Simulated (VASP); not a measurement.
# Ti: relaxation of cell and atoms with PBE

Ti:

```
Ti
1.0
     2.96549    0.00000    0.00000
    -1.48274    2.56819    0.00000
     0.00000    0.00000    9.56428
Ti
4
Direct
  0.00000 0.00000 0.00000
  0.00000 0.00000 0.50000
  0.33333 0.66667 0.75000
  0.66667 0.33333 0.25000
```

| Item | Value |
| --- | --- |
| Program | VASP 6.6.1 |
| Task | relaxation of cell and atoms |
| Functional | PBE |
| Potentials or basis | VASP PAW PBE potentials, release 64 (Ti_sv) |
| Cutoff | 500 eV |
| k mesh | 6 × 6 × 2 |
| Occupations | gaussian, width 0.1 eV |
| Spin | no spin polarisation |
| Dipole correction | no |
| Further INCAR settings | ALGO = Normal; EDIFF = 1e-07; IBRION = 2; EDIFFG = -0.04; NSW = 90; ISIF = 3 |

```yaml
Relaxed_volume: 17.41 Å³/atom
Relaxed_cell: a = 2.922 Å, b = 2.922 Å, c = 9.416 Å, α = 90.00°, β = 90.00°, γ = 120.00°
Space_group_after_relaxing_to_0.1_Å: P6_3/mmc (No. 194)
Energy_gained_by_relaxing: 12.0 meV/atom
Ionic_steps: 3
Pressure_after_relaxing: 0.0 GPa
Band_gap_on_the_k_mesh: zero (bands 24 and 25 overlap by 0.87 eV)
```

Stress tensor (GPa, compression positive):
```
 0.04  0.00  0.00
 0.00  0.04  0.00
 0.00  0.00 -0.13
```

The path:
| step | energy change (eV) | largest force (eV/Å) | pressure (GPa) | volume (Å³) |
| --- | --- | --- | --- | --- |
| 1 | 0.0000 | 0.0000 | -4.60 | 72.84 |
| 2 | -0.0241 | 0.0000 | 3.65 | 67.47 |
| 3 | -0.0481 | 0.0000 | -0.02 | 69.62 |

Final structure:
```yaml
crystal:
  lattice:
    - [2.92194, 0.00000, 0.00000]
    - [-1.46097, 2.53048, 0.00000]
    - [0.00000, 0.00000, 9.41607]
  atoms:
    - { symbol: Ti, position: [0.00000, 0.00000, 0.00000] }
    - { symbol: Ti, position: [0.00000, 0.00000, 0.50000] }
    - { symbol: Ti, position: [0.33333, 0.66667, 0.75000] }
    - { symbol: Ti, position: [0.66667, 0.33333, 0.25000] }
```

Levels at points of the mesh, in eV from the Fermi level:
```tsv
k point	band 22	band 23	band 24	band 25	band 26	band 27
(0.00, 0.00, 0.00)	0.12	0.69	0.69	0.71	0.76	0.76
(0.50, 0.00, 0.00)	-1.21	-1.04	-0.09	0.08	0.65	1.08
(0.00, 0.00, 0.50)	0.15	0.62	0.62	0.82	0.82	0.82
(0.50, 0.00, 0.50)	-1.48	-0.21	-0.21	0.70	0.70	0.98
```

Run time: 88 s on 1 thread of Intel Xeon 8259CL, on a shared host, peak memory 0.2 GiB.

Caveat: the k points lie up to 0.41 Å⁻¹ apart in the final cell, too coarse for converged energies and pressures of a metal; the highest band is partly filled, so the run has too few bands.
